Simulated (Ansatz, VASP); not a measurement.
# Two plane-wave programs on HfCuSi3

The input INCAR:

```
PREC = Accurate ; ENCUT = 600
EDIFF = 1E-6 ; ISMEAR = 0
SIGMA = 0.1 ; LREAL = False
LASPH = True ; NELM = 60
ALGO = Normal ; ISIF = 3
LWAVE = False ; LCHARG = False
GGA = PE ; IBRION = 2
NSW = 100 ; EDIFFG = -0.01
```

KPOINTS

```
Automatic mesh
0
Gamma
  8 8 8
```

The input POSCAR:

```
HfCuSi3
1.0
    4.4571552628      0.0000000000      0.0000000000
    0.0000000000      4.4571552628      0.0000000000
    0.0000000000      0.0000000000      4.4571552628
Hf Si Cu
1 3 1
Direct
    0.0000000000      0.0000000000      0.0000000000
    0.0000000000      0.5000000000      0.5000000000
    0.5000000000      0.0000000000      0.5000000000
    0.5000000000      0.5000000000      0.0000000000
    0.5000000000      0.5000000000      0.5000000000
```

Input for Ansatz:

```yaml
crystal:
  lattice:
    - [4.4571552628, 0.0, 0.0]
    - [0.0, 4.4571552628, 0.0]
    - [0.0, 0.0, 4.4571552628]
  atoms:
    - { symbol: Hf, position: [0.0, 0.0, 0.0] }
    - { symbol: Si, position: [0.0, 0.5, 0.5] }
    - { symbol: Si, position: [0.5, 0.0, 0.5] }
    - { symbol: Si, position: [0.5, 0.5, 0.0] }
    - { symbol: Cu, position: [0.5, 0.5, 0.5] }
basis:
  ecutwfc: 420
kpoints:
  mp_grid: { grid: [8, 8, 8] }
hamiltonian:
  xc: pbe
scf:
  occupations: { method: gaussian, width: 0.1 }
output:
  forces: true
  stress: true
  eigenvalues: true
relax:
  adjacent_minimum: "off"
  f_tol: 0.01
  max_steps: 80
  cell: { stress_tol: 0.05 }
```

Alike in both runs: task relaxation of cell and atoms; functional PBE; k mesh 8 × 8 × 8; occupations gaussian, width 0.1 eV; no spin polarisation.

```csv
,VASP,Ansatz
version,VASP 6.6.1,Ansatz 0.2.0
potentials or method,"VASP PAW PBE potentials, release 64 (Hf_pv, Si, Cu), cutoff 600 eV","scalar-relativistic, plane waves, PAW"
valence electrons in the cell,33,57
```

```csv
,VASP,Ansatz,Ansatz less VASP
"gap on the k mesh at the Fermi level, each at its own relaxed structure (eV)",none,none,-
relaxed volume (Å³/atom),17.89,17.93,+0.039
relaxed cell length with the largest relative difference (Å),4.473,4.476,+0.0033
```

A gap of «none» marks a metal or a gap that the smearing closes. VASP's potentials hold 33 valence electrons a cell and Ansatz's 57, so a difference there can come from the potentials and not from the codes.

Neither program's run includes spin-orbit coupling.
